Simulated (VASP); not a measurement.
# BMoW3: single point with PBE

The system is BMoW3.

```
B Mo W
1.0
     4.07341    0.00000    0.00000
     0.00000    4.07341    0.00000
     0.00000    0.00000    4.86971
B Mo W
1 1 3
Direct
  0.50000 0.50000 0.73211
  0.00000 0.00000 0.64322
  0.50000 0.00000 0.63297
  0.00000 0.50000 0.63297
  0.50000 0.50000 0.13005
```

The cell was generated, and may not be a known phase.

| Property | Result |
| --- | --- |
| Program | VASP 6.6.1 |
| Task | single point |
| Functional | PBE |
| Potentials or basis | VASP PAW PBE potentials, release 64 (B, Mo_sv, W_sv) |
| Cutoff | 520 eV |
| k mesh | 4 × 4 × 4 |
| Occupations | gaussian, width 0.1 eV |
| Spin | no spin polarisation |
| Dipole correction | no |
| Further INCAR settings | ALGO = Normal; EDIFF = 1e-06; NBANDS = 38 |

The pressure is 77.7 GPa. The largest force is 3.189 eV/Å and the band gap on the k mesh is zero (an odd number of electrons rules out a gap without spin polarisation).

Forces on the atoms (eV/Å):
```
B    0.000  0.000 -0.858
Mo   0.000  0.000  1.925
W    0.000  0.000 -2.128
W    0.000  0.000 -2.128
W    0.000  0.000  3.189
```

Stress tensor (GPa, compression positive):
```
119.47   0.00   0.00
  0.00 119.47   0.00
  0.00   0.00  -5.74
```

Levels at points of the mesh, in eV from the Fermi level:
| k point | band 27 | band 28 | band 29 | band 30 | band 31 | band 32 | band 33 | band 34 |
| --- | --- | --- | --- | --- | --- | --- | --- | --- |
| (0.00, 0.00, 0.00) | -2.50 | 0.22 | 0.38 | 0.65 | 0.65 | 2.27 | 2.55 | 2.90 |
| (0.50, 0.00, 0.00) | -2.44 | -1.27 | 0.04 | 0.07 | 0.37 | 0.61 | 1.45 | 2.38 |
| (0.50, 0.50, 0.00) | -1.91 | -0.09 | -0.09 | -0.01 | 0.63 | 0.66 | 0.75 | 0.83 |
| (0.00, 0.00, 0.50) | -2.63 | -1.35 | -0.18 | -0.18 | 0.23 | 0.64 | 3.35 | 3.66 |
| (0.50, 0.00, 0.50) | -2.30 | -0.97 | -0.76 | -0.42 | 0.14 | 0.56 | 0.75 | 1.38 |
| (0.50, 0.50, 0.50) | -0.70 | -0.08 | -0.03 | 0.01 | 0.52 | 0.69 | 0.69 | 1.20 |

Wall time 35 s on 1 thread of AMD EPYC 9R45 96-Core Processor (Zen 5) (shared host), peak memory 0.18 GiB.

Caveat: the k points lie up to 0.39 Å⁻¹ apart, too coarse for converged energies and pressures of a metal; atoms lie so close that the PAW spheres overlap strongly, which falsifies energies and pressures; spin-orbit coupling is left out, which moves the levels of the heavy elements; forces of over 1 eV/Å act on the atoms, so gaps and moduli don't describe the material at rest.
